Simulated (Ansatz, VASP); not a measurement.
# Two plane-wave programs on InP

```
CELL_PARAMETERS angstrom
0.00000 2.93920 2.93920
2.93920 0.00000 2.93920
2.93920 2.93920 0.00000
ATOMIC_POSITIONS crystal
In 0.00000 0.00000 0.00000
P 0.25000 0.25000 0.25000
```

Alike in both runs: functional PBEsol; k mesh 10 × 10 × 10; occupations gaussian, width 0.02 eV; no spin polarisation.

Ansatz relaxed the structure, and its values are those at the end. VASP's run is a single point on that final structure, the one shown.

```csv
,VASP,Ansatz
version,VASP 6.6.1,Ansatz 0.2.0
potentials or method,"VASP PAW PBE potentials, release 64 (In_d, P)","scalar-relativistic, plane waves, PAW"
plane-wave cutoff (eV),520,420
valence electrons in the cell,18,18
```

```csv
,VASP,Ansatz,Ansatz less VASP
gap on the k mesh at the Fermi level (eV),0.57,0.57,+0.002
least direct gap on the mesh (eV),0.57,0.57,+0.002
pressure (GPa),0.0,0.0,+0.02
```

VASP's potentials were made for PBE, not for PBEsol. The functional is the same, so the differences come from potentials, cutoffs and numerics.
